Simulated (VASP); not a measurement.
Wanted: the native input for a VASP 6.6.1 run.

```
Task                   : single point
Functional             : PBE
Potentials or basis    : VASP PAW PBE potentials, release 64 (Ta_pv, Br)
Cutoff                 : 520 eV
k mesh                 : 16 × 16 × 16
Occupations            : gaussian, width 0.1 eV
Spin                   : no spin polarisation
Dipole correction      : no
Further INCAR settings : ALGO = Normal; EDIFF = 1e-07; NBANDS = 16
```

The structure of TaBr lies in POSCAR:

```
TaBr
1.0
    0.0000000000      2.9113895154      2.9113895154
    2.9113895154      0.0000000000      2.9113895154
    2.9113895154      2.9113895154      0.0000000000
Ta Br
1 1
Direct
    0.2500000000      0.2500000000      0.2500000000
    0.5000000000      0.5000000000      0.5000000000
```

These files were run (other wordings do the same):

INCAR

```
SYSTEM = TaBr
  PREC = Accurate
  ENCUT = 520
  EDIFF = 1E-7
  ISMEAR = 0
  SIGMA = 0.1
  LREAL = .False.
  LASPH = .True.
  NELM = 80
  ALGO = Normal
  ISIF = 2
  LWAVE = .False.
  LCHARG = .False.
  GGA = PE
  NBANDS = 16
```

KPOINTS

```
Automatic mesh
0
Gamma
  16 16 16
  0 0 0
```

Potentials or basis: VASP PAW PBE potentials, release 64 (Ta_pv, Br).

Launch:

```bash
$ cat potpaw_PBE.64/Ta_pv/POTCAR potpaw_PBE.64/Br/POTCAR > POTCAR
$ mpirun -np 1 vasp_std > vasp.out
```

Results of the run:

```json
{
 "Pressure": "0.1 GPa",
 "Band gap on the k mesh": "zero (band 9 reaches 5.32 eV, above the bottom of band 10 at 4.47 eV)"
}
```

Caveat: spin-orbit coupling is left out, which moves the levels of the heavy elements.

It took 50 s on 1 thread of AMD EPYC 9R45 (Zen 5), with other jobs on the host, peak memory 0.23 GiB.
